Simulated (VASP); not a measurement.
A run of VASP 6.6.1 is set up as follows.

Contents of INCAR:

```
PREC = Accurate
ENCUT = 600
EDIFF = 1E-8
ISMEAR = 0
SIGMA = 0.01
LREAL = F
LASPH = T
NELM = 100
ALGO = Normal
ISIF = 3
LWAVE = F
LCHARG = F
METAGGA = R2SCAN
LMIXTAU = T
IBRION = 6
NFREE = 2
POTIM = 0.015
NSW = 1
```

Contents of KPOINTS:

```
Automatic mesh
0
Gamma
  8 8 8
```

The input POSCAR:

```
BeS
1.0
    0.0000000000      2.3371294598      2.3371294598
    2.3371294598      0.0000000000      2.3371294598
    2.3371294598      2.3371294598      0.0000000000
Be S
1 1
Direct
    0.0000000000      0.0000000000      0.0000000000
    0.7500000000      0.7500000000      0.7500000000
```

Potentials or basis: VASP PAW PBE potentials, release 64 (Be, S).

The run is started by

```bash
$ cat potpaw_PBE.64/Be/POTCAR potpaw_PBE.64/S/POTCAR > POTCAR
$ mpirun -np 1 vasp_std > vasp.out
```

Problem. Estimate the elastic constants C11, C12, C44.

Solution. 206, 98, 104 GPa.

Problem. Estimate the Voigt bulk modulus.

Solution. 134 GPa.

Problem. Estimate the highest phonon frequency at Γ, LO-TO splitting left out.

Solution. 660 cm⁻¹.

Phonon frequencies in cm⁻¹ (negative: imaginary):
```
              q point        frequencies
(0.000, 0.000, 0.000)  0 0 0 660 660 660
```

Caveat: the cell is under stress, which shifts elastic constants; the PAW data sets were made with another functional, which shifts forces and pressure a little.
